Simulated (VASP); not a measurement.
# MgB2 in VASP: notebook

The runs below take MgB2 through single point, with PBE.

Everything below comes from runs of VASP 6.6.1. Logs are shortened: lines on timing, memory, paths and dates and some standing lists are left out, and cuts for length are marked.

### 1 The cell of the first run

The structure is hexagonal, space group P6/mmm (No. 191). Conventional cell: a = 2.899 Å, b = 2.899 Å, c = 3.628 Å, α = 90.00°, β = 90.00°, γ = 120.00°. Mg (site symmetry 6/mmm) has 12 B at 2.47 Å and 6 Mg at 2.90 Å within 3.3 Å. Within 2.2 Å of B (site symmetry -6m2) lie 3 B at 1.67 Å.

### 2 Single point, PBE (strained)

File INCAR:

```
SYSTEM = MgB2
  PREC = Accurate
  ENCUT = 520
  EDIFF = 1E-6
  ISMEAR = 0
  SIGMA = 0.1
  LREAL = .False.
  LASPH = .True.
  NELM = 80
  ALGO = Normal
  ISIF = 2
  LWAVE = .False.
  LCHARG = .False.
  GGA = PE
  NBANDS = 11
```

File KPOINTS:

```
Automatic mesh
0
Gamma
  15 15 12
  0 0 0
```

File POSCAR:

```
MgB2
1.0
    2.8992219630      0.0000000000      0.0000000000
   -1.4496109816      2.5107998712      0.0000000000
    0.0000000000      0.0000000000      3.6279149400
Mg B
1 2
Direct
    0.0000000000      0.0000000000      0.0000000000
    0.3333333333      0.6666666667      0.5000000000
    0.6666666667      0.3333333333      0.5000000000
```

Potentials or basis: VASP PAW PBE potentials, release 64 (Mg, B).

Launch:

```console
$ cat potpaw_PBE.64/Mg/POTCAR potpaw_PBE.64/B/POTCAR > POTCAR
$ mpirun -np 1 vasp_std > vasp.out
```

OUTCAR:

```text
SYSTEM = MgB2
   PREC = Accurate
   ENCUT = 520
   EDIFF = 1E-6
   ISMEAR = 0
   LREAL = .False.
   LASPH = .True.
   NELM = 80
   ISIF = 2
   GGA = PE

 ion  position               nearest neighbor table
   1  0.000  0.000  0.000-   2 2.47   3 2.47   2 2.47   3 2.47   3 2.47   3 2.47   2 2.47   2 2.47
                             3 2.47   3 2.47   2 2.47   2 2.47
   2  0.333  0.667  0.500-   3 1.67   3 1.67   3 1.67   1 2.47   1 2.47   1 2.47   1 2.47   1 2.47
                             1 2.47
   3  0.667  0.333  0.500-   2 1.67   2 1.67   2 1.67   1 2.47   1 2.47   1 2.47   1 2.47   1 2.47
                             1 2.47

  LATTYP: Found a hexagonal cell.
 ALAT       =     2.8992219630
 C/A-ratio  =     1.2513408722

  Lattice vectors:

 A1 = (   2.8992219630,   0.0000000000,   0.0000000000)
 A2 = (  -1.4496109816,   2.5107998712,   0.0000000000)
 A3 = (   0.0000000000,   0.0000000000,   3.6279149400)

Analysis of symmetry for initial positions (statically):
=====================================================================
 Subroutine PRICEL returns:
 Original cell was already a primitive cell.

 Routine SETGRP: Setting up the symmetry group for a
 hexagonal supercell.

 Subroutine GETGRP returns: Found 24 space group operations
 (whereof 24 operations were pure point group operations)
 out of a pool of 24 trial point group operations.

The static configuration has the point symmetry D_6h.

Analysis of symmetry for dynamics (positions and initial velocities):
=====================================================================
 Subroutine PRICEL returns:
 Original cell was already a primitive cell.

 Routine SETGRP: Setting up the symmetry group for a
 hexagonal supercell.

 Subroutine GETGRP returns: Found 24 space group operations
 (whereof 24 operations were pure point group operations)
 out of a pool of 24 trial point group operations.

The dynamic configuration has the point symmetry D_6h.

 Subroutine INISYM returns: Found 24 space group operations
 (whereof 24 operations are pure point group operations),
 and found     1 'primitive' translations

----------------------------------------------------------------------------------------

                                     Primitive cell

  volume of cell :      26.4089

  direct lattice vectors                    reciprocal lattice vectors
     2.899221963  0.000000000  0.000000000     0.344920124  0.199139727  0.000000000
    -1.449610982  2.510799871  0.000000000     0.000000000  0.398279453  0.000000000
     0.000000000  0.000000000  3.627914940     0.000000000  0.000000000  0.275640421

  length of vectors
     2.899221963  2.899221963  3.627914940     0.398279453  0.398279453  0.275640421

  position of ions in fractional coordinates (direct lattice)
     0.000000000  0.000000000  0.000000000
     0.333333333  0.666666667  0.500000000
     0.666666667  0.333333333  0.500000000

  ion indices of the primitive-cell ions
   primitive index   ion index
                 1           1
                 2           2
                 3           3

----------------------------------------------------------------------------------------

 KPOINTS: Automatic mesh

Automatic generation of k-mesh.
 Grid dimensions read from file:
 generate k-points for:   15   15   12

 Generating k-lattice:

  Cartesian coordinates                     Fractional coordinates (reciprocal lattice)
     0.022994675  0.013275982  0.000000000     0.066666667  0.000000000  0.000000000
     0.000000000  0.026551964  0.000000000     0.000000000  0.066666667  0.000000000
     0.000000000  0.000000000  0.022970035     0.000000000  0.000000000  0.083333333

  Length of vectors
     0.026551964  0.026551964  0.022970035

  Shift w.r.t. Gamma in fractional coordinates (k-lattice)
     0.000000000  0.000000000  0.000000000

 Subroutine IBZKPT returns following result:
 ===========================================

 Found    189 irreducible k-points:

 Following reciprocal coordinates:
            Coordinates               Weight
  0.000000  0.000000  0.000000      1.000000
  0.066667 -0.000000  0.000000      6.000000
  0.133333 -0.000000  0.000000      6.000000
  0.200000 -0.000000  0.000000      6.000000
  0.266667 -0.000000  0.000000      6.000000
  0.333333 -0.000000  0.000000      6.000000
[... 16 lines left out ...]
  0.333333  0.200000  0.000000     12.000000
  0.400000  0.200000  0.000000      6.000000
 [... further k-points ...]
   k-points           NKPTS =    189   k-points in BZ     NKDIM =    189   number of bands    NBANDS=     11
   number of dos      NEDOS =    301   number of ions     NIONS =      3
   total plane-waves  NPLWV =  16128
   dimension x,y,z NGX =    24 NGY =   24 NGZ =   28
   dimension x,y,z NGXF=    48 NGYF=   48 NGZF=   56
   ions per type =               1   2
   NGX,Y,Z   is equivalent  to a cutoff of  13.76, 13.76, 12.83 a.u.
   NGXF,Y,Z  is equivalent  to a cutoff of  27.52, 27.52, 25.66 a.u.
 SYSTEM =  MgB2
   PREC   = accura    normal or accurate (medium, high low for compatibility)
   ISTART =      0    job   : 0-new  1-cont  2-samecut
   ICHARG =      2    charge: 1-file 2-atom 10-const
   ISPIN  =      1    spin polarized calculation?
   LNONCOLLINEAR =      F non collinear calculations
   LSORBIT =      F    spin-orbit coupling
   LASPH  =      T    aspherical Exc in radial PAW
   ENCUT  =  520.0 eV  38.22 Ry    6.18 a.u.   5.39  5.39  6.75*2*pi/ulx,y,z
   NELM   =     80;   NELMIN=  2; NELMDL= -5     # of ELM steps
   EDIFF  = 0.1E-05   stopping-criterion for ELM
   LREAL  =      F    real-space projection
   EDIFFG = 0.1E-04   stopping-criterion for IOM
   NSW    =      0    number of steps for IOM
   IBRION =     -1    ionic relax: 0-MD 1-quasi-New 2-CG
   NFREE  =      0    steps in history (QN), initial steepest desc. (CG)
   ISIF   =      2    stress and relaxation
   ISYM   =      2    0-nonsym 1-usesym 2-fastsym
   POTIM  = 0.5000    time-step for ionic-motion
   TEBEG  =    0.0;   TEEND  =   0.0 temperature during run
   PSTRESS=    0.0 pullay stress
   NELECT =       8.0000    total number of electrons
   NUPDOWN=      -1.0000    fix difference up-down
   EMIN   =  10.00;   EMAX   =-10.00  energy-range for DOS
   EFERMI =   0.00;   METHOD = LEGACY
   ISMEAR =     0;   SIGMA  =   0.10  broadening in eV -4-tet -1-fermi 0-gaus
   EFERMI_NEDOS =   21; number of points for ismear=-14 and -15
   IALGO  =     38    algorithm
   IMIX   =      4    mixing-type and parameters
     AMIX     =   0.40;   BMIX     =  1.00
     AMIX_MAG =   1.60;   BMIX_MAG =  1.00
  volume/ion in A,a.u.               =       8.80        59.41
  Fermi-wavevector in a.u.,A,eV,Ry     =   1.099482  2.077719 16.447534  1.208860
  Thomas-Fermi vector in A             =   2.235877
   LORBIT       =      0    0 simple, 1 ext, 2 COOP (PROOUT), +10 PAW based schemes
   GGA     = PE    functional components
   LHFCALC =     F    Hartree Fock is set to
   AEXX    =    0.0000 exact exchange contribution
   IVDW    =     0    specifies the selected vdW correction
   LEPSILON=     F    determine dielectric tensor
   LRPA    =     F    only Hartree local field effects (RPA)
 non-spin polarized calculation
 Gauss-broadening in eV      SIGMA  =   0.10
  energy-cutoff  :      520.00
  volume of cell :       26.41
 maximum number of plane-waves:       745
 NGX is ok and might be reduce to    24
   NGX = 11   NGY = 11   NGZ = 13

 number of electron       8.0000000 magnetization

 Free energy of the ion-electron system (eV)
  ---------------------------------------------------
  ext. energy  EPLUGINS =         0.00000000
  ---------------------------------------------------
  free energy    TOTEN  =       -14.99125073 eV

  energy without entropy =      -14.98771986  energy(sigma->0) =      -14.98948530

 E-fermi :   6.1524     XC(G=0): -11.2573

 val. band max:        6.1426304026   @ k =   0.3333   0.1333   0.5000
 cond. band min:       6.1524649222   @ k =   0.4000   0.0667   0.3333
 fundamental gap:      0.0098345196
 Fermi energy:         6.1524241918

 k-point     1 :       0.0000    0.0000    0.0000
  band No.  band energies     occupation
      1      -7.0606      2.00000
      2       1.9217      2.00000
      3       6.3654      0.00259
      4       6.9286      0.00000
      5       6.9286      0.00000
      6      13.7272      0.00000
      7      13.7272      0.00000
      8      16.7167      0.00000
      9      17.4785      0.00000
     10      20.9294      0.00000
     11      22.7414      0.00000

 k-point     2 :       0.0667   -0.0000    0.0000
  band No.  band energies     occupation
      1      -6.9744      2.00000
      2       2.0091      2.00000
      3       6.4124      0.00024
      4       6.5473      0.00000
      5       6.7135      0.00000
      6      13.6986      0.00000
      7      14.1224      0.00000
      8      16.7349      0.00000
      9      17.0987      0.00000
     10      21.3454      0.00000
     11      22.4840      0.00000

 k-point     3 :       0.1333   -0.0000    0.0000
  band No.  band energies     occupation
      1      -6.7165      2.00000
      2       2.2702      2.00000
      3       5.4243      2.00000
      4       6.1941      0.55543
      5       6.7227      0.00000
      6      13.5105      0.00000
      7      15.1774      0.00000
      8      16.0641      0.00000
      9      16.7247      0.00000
     10      22.0537      0.00000
     11      22.2125      0.00000
[... 267 lines left out ...]
 k-point    23 :       0.3333    0.2000    0.0000
  band No.  band energies     occupation
      1      -2.9910      2.00000
      2      -0.6078      2.00000
      3       1.7092      2.00000
      4       5.8288      2.00000
      5       9.0907      0.00000
      6      10.3462      0.00000
      7      12.3417      0.00000
      8      15.2259      0.00000
      9      15.6249      0.00000
     10      18.8260      0.00000
     11      21.0057      0.00000

 k-point    24 :       0.4000    0.2000    0.0000
  band No.  band energies     occupation
      1      -2.1072      2.00000
      2      -1.6023      2.00000
      3       1.6133      2.00000
      4       6.3043      0.03168
      5       8.5119      0.00000
      6      10.9426      0.00000
      7      11.7574      0.00000
      8      15.1628      0.00000
      9      15.4576      0.00000
     10      18.7602      0.00000
     11      22.4657      0.00000

 [... further k-points ...]

------------------------ aborting loop because EDIFF is reached ----------------------------------------

  FORCE on cell =-STRESS in cart. coord.  units (eV):
  Direction    XX          YY          ZZ          XY          YZ          ZX
  --------------------------------------------------------------------------------------
  -------------------------------------------------------------------------------------
  Total        5.7421974      5.7421974     -1.1737822     -0.0000000     -0.0000000      0.0000000
  in kB      348.3678310    348.3678310    -71.2110557     -0.0000000     -0.0000000      0.0000000
  external PRESSURE =     208.5082021 kB  Pullay stress =       0.0000000 kB

 VOLUME and BASIS-vectors are now :
 -----------------------------------------------------------------------------
  energy-cutoff  :      520.00
  volume of cell :       26.41
      direct lattice vectors                 reciprocal lattice vectors
     2.899221963  0.000000000  0.000000000     0.344920124  0.199139727  0.000000000
    -1.449610982  2.510799871  0.000000000     0.000000000  0.398279453  0.000000000
     0.000000000  0.000000000  3.627914940     0.000000000  0.000000000  0.275640421

 POSITION                                       TOTAL-FORCE (eV/Angst)
 -----------------------------------------------------------------------------------
      0.00000      0.00000      0.00000        -0.000000      0.000000      0.000000
     -0.00000      1.67387      1.81396         0.000000      0.000000      0.000000
      1.44961      0.83693      1.81396        -0.000000      0.000000     -0.000000
 -----------------------------------------------------------------------------------
    total drift:                                0.000000     -0.000000     -0.000000

  FREE ENERGIE OF THE ION-ELECTRON SYSTEM (eV)
  ---------------------------------------------------
  free  energy   TOTEN  =       -14.9912507329 eV

  energy  without entropy=      -14.9877198624  energy(sigma->0) =      -14.98948530
```

Run time: 32 s. Hardware: 1 thread of Intel Xeon Platinum 8488C (Sapphire Rapids), shared host; peak memory 0.18 GiB.

What came out:

| Quantity | Value |
| --- | --- |
| Free energy | -14.9913 eV |
| Pressure | 20.9 GPa |
| Band gap on the k mesh | zero (band 4 reaches 7.48 eV, above the bottom of band 5 at 4.01 eV) |

Stress tensor (GPa, compression positive):
```
34.84  0.00  0.00
 0.00 34.84  0.00
 0.00  0.00 -7.12
```

Caveat: the cell differs from its parent crystal (strained).

### 3 Single point, PBE (strained)

File INCAR:

```
SYSTEM = MgB2
PREC = Accurate ; ENCUT = 520
EDIFF = 1E-7 ; ISMEAR = 0
SIGMA = 0.1 ; LREAL = .False.
LASPH = .True. ; NELM = 60
ALGO = Normal ; ISIF = 2
LWAVE = .False. ; LCHARG = .False.
GGA = PE ; NBANDS = 11
```

KPOINTS is that of step 2.

File POSCAR:

```
MgB2
1.0
    3.0283909426      0.0000000000      0.0000000000
   -1.5141954713      2.6226634889      0.0000000000
    0.0000000000      0.0000000000      3.5111979500
Mg B
1 2
Direct
    0.0000000000      0.0000000000      0.0000000000
    0.3333333333      0.6666666667      0.5000000000
    0.6666666667      0.3333333333      0.5000000000
```

Potentials or basis: VASP PAW PBE potentials, release 64 (Mg, B).

Launch:

```console
$ cat potpaw_PBE.64/Mg/POTCAR potpaw_PBE.64/B/POTCAR > POTCAR
$ mpirun -np 1 vasp_std > vasp.out
```

OUTCAR:

```text
SYSTEM = MgB2
   PREC = Accurate
   ENCUT = 520
   EDIFF = 1E-7
   ISMEAR = 0
   LREAL = .False.
   LASPH = .True.
   NELM = 60
   ISIF = 2
   GGA = PE

 ion  position               nearest neighbor table
   1  0.000  0.000  0.000-   2 2.48   3 2.48   2 2.48   3 2.48   3 2.48   3 2.48   2 2.48   2 2.48
                             3 2.48   3 2.48   2 2.48   2 2.48
   2  0.333  0.667  0.500-   3 1.75   3 1.75   3 1.75   1 2.48   1 2.48   1 2.48   1 2.48   1 2.48
                             1 2.48
   3  0.667  0.333  0.500-   2 1.75   2 1.75   2 1.75   1 2.48   1 2.48   1 2.48   1 2.48   1 2.48
                             1 2.48

[... 536 lines left out ...]
  --------------------------------------------------------------------------------------
  -------------------------------------------------------------------------------------
  Total        1.3237696      1.3237696      0.3989330      0.0000000      0.0000000      0.0000000
  in kB       76.0524441     76.0524441     22.9192656      0.0000000      0.0000000      0.0000000
  external PRESSURE =      58.3413846 kB  Pullay stress =       0.0000000 kB

 VOLUME and BASIS-vectors are now :
 -----------------------------------------------------------------------------
  energy-cutoff  :      520.00
  volume of cell :       27.89
      direct lattice vectors                 reciprocal lattice vectors
     3.028390943  0.000000000  0.000000000     0.330208358  0.190645884  0.000000000
    -1.514195471  2.622663489  0.000000000     0.000000000  0.381291769  0.000000000
     0.000000000  0.000000000  3.511197950     0.000000000  0.000000000  0.284803083

 POSITION                                       TOTAL-FORCE (eV/Angst)
 -----------------------------------------------------------------------------------
      0.00000      0.00000      0.00000         0.000000      0.000000      0.000000
     -0.00000      1.74844      1.75560         0.000000      0.000000     -0.000000
      1.51420      0.87422      1.75560        -0.000000      0.000000      0.000000
 -----------------------------------------------------------------------------------
    total drift:                                0.000000     -0.000000      0.000000

  FREE ENERGIE OF THE ION-ELECTRON SYSTEM (eV)
  ---------------------------------------------------
  free  energy   TOTEN  =       -15.3053343387 eV

  energy  without entropy=      -15.3024863692  energy(sigma->0) =      -15.30391035
```

It took 32 s on 1 thread of Intel Xeon Platinum 8488C (Sapphire Rapids), shared host; peak memory 0.19 GiB.

Results:

| Quantity | Value |
| --- | --- |
| Free energy | -15.3053 eV |
| Pressure | 5.8 GPa |
| Band gap on the k mesh | zero (band 4 reaches 7.31 eV, above the bottom of band 5 at 3.51 eV) |

Levels at points of the mesh, in eV from the Fermi level:
```tsv
k point	band 2	band 3	band 4	band 5	band 6	band 7
(0.00, 0.00, 0.00)	-3.18	0.46	0.46	1.50	6.63	6.63
(0.00, 0.00, 0.50)	-7.66	0.83	0.83	6.92	6.92	8.37
```

Caveat: the cell differs from its parent crystal (strained).

### 4 Single point, PBE (strained)

File INCAR:

```
SYSTEM = MgB2
ALGO = Normal
EDIFF = 1E-7
ENCUT = 520
GGA = PE
ISIF = 2
ISMEAR = 0
LASPH = .TRUE.
LCHARG = .FALSE.
LREAL = .FALSE.
LWAVE = .FALSE.
NBANDS = 11
NELM = 100
PREC = Accurate
SIGMA = 0.1
```

File KPOINTS:

```
k-points
0
G
  15 15 12
  0 0 0
```

File POSCAR:

```
MgB2
1.0
    3.1493538202      0.0000000000      0.0000000000
   -1.5746769102      2.7274204139      0.0000000000
    0.0000000000      0.0000000000      3.5436447800
Mg B
1 2
Direct
    0.0000000000      0.0000000000      0.0000000000
    0.3333333333      0.6666666667      0.5000000000
    0.6666666667      0.3333333333      0.5000000000
```

Launch:

```console
$ cat potpaw_PBE.64/Mg/POTCAR potpaw_PBE.64/B/POTCAR > POTCAR
$ mpirun -np 1 vasp_std > vasp.out
```

Wall time 28 s (1 thread of Intel Xeon Platinum 8488C (Sapphire Rapids), shared host); peak memory 0.19 GiB.

It converged, with:

| Property | Result |
| --- | --- |
| Free energy | -15.2727 eV |
| Pressure | -8.2 GPa |
| Band gap on the k mesh | zero (band 4 reaches 6.76 eV, above the bottom of band 5 at 2.98 eV) |

Stress tensor (GPa, compression positive):
```
-10.75   0.00   0.00
  0.00 -10.75   0.00
  0.00   0.00  -3.21
```

Levels at points of the mesh, in eV from the Fermi level:
```csv
k point,band 2,band 3,band 4,band 5,band 6,band 7
"(0.00, 0.00, 0.00)",-2.68,0.27,0.27,1.78,5.96,5.96
"(0.00, 0.00, 0.50)",-7.15,0.64,0.64,6.34,6.34,7.50
```

Caveat: the cell differs from its parent crystal (strained).

(Part 1 of 2 ends here.)
